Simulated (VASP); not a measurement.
# Zn (Fm-3m) in VASP: a series of runs

Zn is run at these levels: PBEsol; tasks: single point.

All numbers are computed with VASP 6.6.1; they aren't measurements. Logs are shortened: lines on timing, memory, paths and dates and some standing lists are left out, and cuts for length are marked.

### Step 1. The cell of the first run

The structure is cubic, space group Fm-3m (No. 225). The conventional cell has a = 3.646 Å, b = 3.646 Å, c = 3.646 Å, α = 90.00°, β = 90.00°, γ = 90.00°. Within 3.4 Å of Zn (site symmetry m-3m) lie 12 Zn at 2.58 Å.

### Step 2. Single point, PBEsol

Contents of INCAR:

```
ALGO     = Normal         # electronic algorithm
EDIFF    = 1E-6           # SCF threshold, eV
ENCUT    = 520            # plane-wave cutoff, eV
GGA      = PS             # functional
ISIF     = 2              # what is computed and relaxed
ISMEAR   = -1             # smearing method
LASPH    = True           # aspherical terms in the spheres
LCHARG   = False          # write CHGCAR
LREAL    = False          # projectors in reciprocal space
LWAVE    = False          # write WAVECAR
NBANDS   = 12             # bands
NELM     = 80             # most SCF steps
PREC     = Accurate       # precision mode
SIGMA    = 0.05           # smearing width, eV
```

Contents of KPOINTS:

```
k-points
0
Gamma
  12 12 12
```

Contents of POSCAR:

```
Zn
1.0
    0.0000000000      1.8230785055      1.8230785055
    1.8230785055      0.0000000000      1.8230785055
    1.8230785055      1.8230785055      0.0000000000
Zn
1
Direct
    0.0000000000      0.0000000000      0.0000000000
```

Potentials or basis: VASP PAW PBE potentials, release 64 (Zn).

On the command line:

```bash
cat potpaw_PBE.64/Zn/POTCAR > POTCAR
mpirun -np 1 vasp_std > vasp.out
```

OUTCAR:

```text
EDIFF = 1E-6
   ENCUT = 520
   GGA = PS
   ISIF = 2
   ISMEAR = -1
   LASPH = True
   LREAL = False
   NELM = 80
   PREC = Accurate

 ion  position               nearest neighbor table
   1  0.000  0.000  0.000-

  LATTYP: Found a face centered cubic cell.
 ALAT       =     3.6461570110

  Lattice vectors:

 A1 = (   0.0000000000,   1.8230785055,   1.8230785055)
 A2 = (   1.8230785055,   0.0000000000,   1.8230785055)
 A3 = (   1.8230785055,   1.8230785055,   0.0000000000)

Analysis of symmetry for initial positions (statically):
=====================================================================
 Subroutine PRICEL returns:
 Original cell was already a primitive cell.

 Routine SETGRP: Setting up the symmetry group for a
 face centered cubic supercell.

 Subroutine GETGRP returns: Found 48 space group operations
 (whereof 48 operations were pure point group operations)
 out of a pool of 48 trial point group operations.

The static configuration has the point symmetry O_h .

Analysis of symmetry for dynamics (positions and initial velocities):
=====================================================================
 Subroutine PRICEL returns:
 Original cell was already a primitive cell.

 Routine SETGRP: Setting up the symmetry group for a
 face centered cubic supercell.

 Subroutine GETGRP returns: Found 48 space group operations
 (whereof 48 operations were pure point group operations)
 out of a pool of 48 trial point group operations.

The dynamic configuration has the point symmetry O_h .

 Subroutine INISYM returns: Found 48 space group operations
 (whereof 48 operations are pure point group operations),
 and found     1 'primitive' translations

----------------------------------------------------------------------------------------

                                     Primitive cell

  volume of cell :      12.1184

  direct lattice vectors                    reciprocal lattice vectors
     0.000000000  1.823078506  1.823078506    -0.274261365  0.274261365  0.274261365
     1.823078506  0.000000000  1.823078506     0.274261365 -0.274261365  0.274261365
     1.823078506  1.823078506  0.000000000     0.274261365  0.274261365 -0.274261365

  length of vectors
     2.578222348  2.578222348  2.578222348     0.475034619  0.475034619  0.475034619

  position of ions in fractional coordinates (direct lattice)
     0.000000000  0.000000000  0.000000000

  ion indices of the primitive-cell ions
   primitive index   ion index
                 1           1

[... 69 lines left out ...]
   ENCUT  =  520.0 eV  38.22 Ry    6.18 a.u.   4.79  4.79  4.79*2*pi/ulx,y,z
   NELM   =     80;   NELMIN=  2; NELMDL= -5     # of ELM steps
   EDIFF  = 0.1E-05   stopping-criterion for ELM
   LREAL  =      F    real-space projection
   EDIFFG = 0.1E-04   stopping-criterion for IOM
   NSW    =      0    number of steps for IOM
   IBRION =     -1    ionic relax: 0-MD 1-quasi-New 2-CG
   NFREE  =      0    steps in history (QN), initial steepest desc. (CG)
   ISIF   =      2    stress and relaxation
   ISYM   =      2    0-nonsym 1-usesym 2-fastsym
   POTIM  = 0.5000    time-step for ionic-motion
   TEBEG  =    0.0;   TEEND  =   0.0 temperature during run
   PSTRESS=    0.0 pullay stress
   NELECT =      12.0000    total number of electrons
   NUPDOWN=      -1.0000    fix difference up-down
   EMIN   =  10.00;   EMAX   =-10.00  energy-range for DOS
   EFERMI =   0.00;   METHOD = LEGACY
   ISMEAR =    -1;   SIGMA  =   0.05  broadening in eV -4-tet -1-fermi 0-gaus
   EFERMI_NEDOS =   21; number of points for ismear=-14 and -15
   IALGO  =     38    algorithm
   IMIX   =      4    mixing-type and parameters
     AMIX     =   0.40;   BMIX     =  1.00
     AMIX_MAG =   1.60;   BMIX_MAG =  1.00
  volume/ion in A,a.u.               =      12.12        81.78
  Fermi-wavevector in a.u.,A,eV,Ry     =   1.631748  3.083557 36.226913  2.662603
  Thomas-Fermi vector in A             =   2.723833
   LORBIT       =      0    0 simple, 1 ext, 2 COOP (PROOUT), +10 PAW based schemes
   GGA     = PS    functional components
[... 5 lines left out ...]
 non-spin polarized calculation
  energy-cutoff  :      520.00
  volume of cell :       12.12
 maximum number of plane-waves:       335
   NGX =  9   NGY =  9   NGZ =  9

 number of electron      12.0000003 magnetization

 Free energy of the ion-electron system (eV)
  ---------------------------------------------------
  ext. energy  EPLUGINS =         0.00000000
  ---------------------------------------------------
  free energy    TOTEN  =        -1.44059000 eV

  energy without entropy =       -1.43907769  energy(sigma->0) =       -1.43983385

 E-fermi :   4.8371     XC(G=0): -12.9632

 val. band max:        4.8311234280   @ k =  -0.4167   0.2500   0.0000
 cond. band min:       4.9909802004   @ k =  -0.4167   0.0833   0.0000
 fundamental gap:      0.1598567725
 Fermi energy:         4.8370769776

 k-point     1 :       0.0000    0.0000    0.0000
  band No.  band energies     occupation
      1      -7.6431      2.00000
      2      -3.6154      2.00000
      3      -3.6154      2.00000
      4      -3.6154      2.00000
      5      -3.0334      2.00000
      6      -3.0334      2.00000
      7      25.3491      0.00000
      8      26.2477      0.00000
      9      26.2477      0.00000
     10      26.2477      0.00000
     11      28.7794      0.00000
     12      28.7794      0.00000
[... 331 lines left out ...]
 k-point    24 :      -0.4167    0.1667    0.0000
  band No.  band energies     occupation
      1      -4.4692      2.00000
      2      -3.7770      2.00000
      3      -3.4131      2.00000
      4      -3.1863      2.00000
      5      -2.6808      2.00000
      6       1.8514      2.00000
      7       4.6156      1.97645
      8      15.6583      0.00000
      9      19.9778      0.00000
     10      22.2132      0.00000
     11      30.4626      0.00000
     12      31.6267      0.00000

 [... further k-points ...]
[... 5 lines left out ...]
  --------------------------------------------------------------------------------------
  -------------------------------------------------------------------------------------
  Total        1.5707526      1.5707526      1.5707526      0.0000000      0.0000000     -0.0000000
  in kB      207.6692870    207.6692870    207.6692870      0.0000000      0.0000000     -0.0000000
  external PRESSURE =     207.6692870 kB  Pullay stress =       0.0000000 kB

 VOLUME and BASIS-vectors are now :
 -----------------------------------------------------------------------------
  energy-cutoff  :      520.00
  volume of cell :       12.12
      direct lattice vectors                 reciprocal lattice vectors
     0.000000000  1.823078506  1.823078506    -0.274261365  0.274261365  0.274261365
     1.823078506  0.000000000  1.823078506     0.274261365 -0.274261365  0.274261365
     1.823078506  1.823078506  0.000000000     0.274261365  0.274261365 -0.274261365

 POSITION                                       TOTAL-FORCE (eV/Angst)
 -----------------------------------------------------------------------------------
      0.00000      0.00000      0.00000         0.000000      0.000000      0.000000
 -----------------------------------------------------------------------------------
    total drift:                                0.000000      0.000000      0.000000

  FREE ENERGIE OF THE ION-ELECTRON SYSTEM (eV)
  ---------------------------------------------------
  free  energy   TOTEN  =        -1.4405900020 eV

  energy  without entropy=       -1.4390776896  energy(sigma->0) =       -1.43983385
```

OSZICAR:

```text
N       E                     dE             d eps       ncg     rms          rms(c)
DAV:   1     0.407780853284E+02    0.40778E+02   -0.66997E+03  1856   0.170E+03
DAV:   2    -0.643298855689E+00   -0.41421E+02   -0.38929E+02  1808   0.216E+02
DAV:   3    -0.165915775203E+01   -0.10159E+01   -0.10143E+01  1996   0.339E+01
DAV:   4    -0.166093807002E+01   -0.17803E-02   -0.17803E-02  1932   0.131E+00
DAV:   5    -0.166093901066E+01   -0.94064E-06   -0.94098E-06  1964   0.297E-02    0.495E+00
DAV:   6    -0.145919331627E+01    0.20175E+00   -0.11066E+00  2076   0.217E+01    0.325E+00
DAV:   7    -0.144626927609E+01    0.12924E-01   -0.20609E-02  1888   0.287E+00    0.168E+00
DAV:   8    -0.144061359473E+01    0.56557E-02   -0.16156E-03  2316   0.610E-01    0.323E-02
DAV:   9    -0.144059144328E+01    0.22151E-04   -0.14493E-04  2568   0.214E-01    0.303E-02
DAV:  10    -0.144059012271E+01    0.13206E-05   -0.13041E-05  1860   0.649E-02    0.188E-03
DAV:  11    -0.144059000200E+01    0.12071E-06   -0.11304E-07  1112   0.583E-03
   1 F= -.14405900E+01 E0= -.14398338E+01  d E =-.151231E-02
```

Wall time 7 s (1 thread of Intel Xeon 6975P-C (Granite Rapids), shared host); peak memory 0.12 GiB.

What came out:

* Free energy: -1.4406 eV
* Pressure: 20.8 GPa
* Band gap on the k mesh: zero (band 6 reaches 7.11 eV, above the bottom of band 7 at 3.75 eV)

Caveat: the PAW data sets were made with another functional, which shifts forces and pressure a little.

### Step 3. Single point, PBEsol

This run uses another cell than the first one, of 13.40 Å³/atom, 1.106 times its volume.

Contents of INCAR:

```
SYSTEM = Zn
PREC = Accurate ; ENCUT = 520
EDIFF = 1E-6 ; ISMEAR = -1
SIGMA = 0.05 ; LREAL = .FALSE.
LASPH = .TRUE. ; NELM = 100
ALGO = Normal ; ISIF = 2
LWAVE = .FALSE. ; LCHARG = .FALSE.
GGA = PS ; NBANDS = 12
```

Contents of KPOINTS:

```
regular mesh
0
G
  12 12 12
  0 0 0
```

Contents of POSCAR:

```
Zn
1.0
    0.0000000000      1.8854235271      1.8854235271
    1.8854235271      0.0000000000      1.8854235271
    1.8854235271      1.8854235271      0.0000000000
Zn
1
Direct
    0.0000000000      0.0000000000      0.0000000000
```

Potentials or basis: VASP PAW PBE potentials, release 64 (Zn).

On the command line:

```bash
cat potpaw_PBE.64/Zn/POTCAR > POTCAR
mpirun -np 1 vasp_std > vasp.out
```

Wall time 7.3 s (1 thread of Intel Xeon 6975P-C (Granite Rapids), shared host); peak memory 0.12 GiB.

It converged, with:

| Item | Value |
| --- | --- |
| Free energy | -1.5405 eV |
| Pressure | 5.6 GPa |
| Band gap on the k mesh | zero (band 6 reaches 6.17 eV, above the bottom of band 7 at 2.68 eV) |

Levels at points of the mesh, in eV from the Fermi level:
| k point | band 4 | band 5 | band 6 | band 7 | band 8 | band 9 |
| --- | --- | --- | --- | --- | --- | --- |
| (0.00, 0.00, 0.00) | -7.93 | -7.45 | -7.45 | 19.89 | 20.05 | 20.05 |
| (0.50, 0.00, 0.00) | -7.09 | -7.09 | -3.44 | -1.14 | 16.76 | 16.76 |
| (0.50, 0.50, 0.00) | -7.01 | -7.01 | -1.32 | 2.23 | 9.08 | 9.08 |

Caveat: the PAW data sets were made with another functional, which shifts forces and pressure a little.
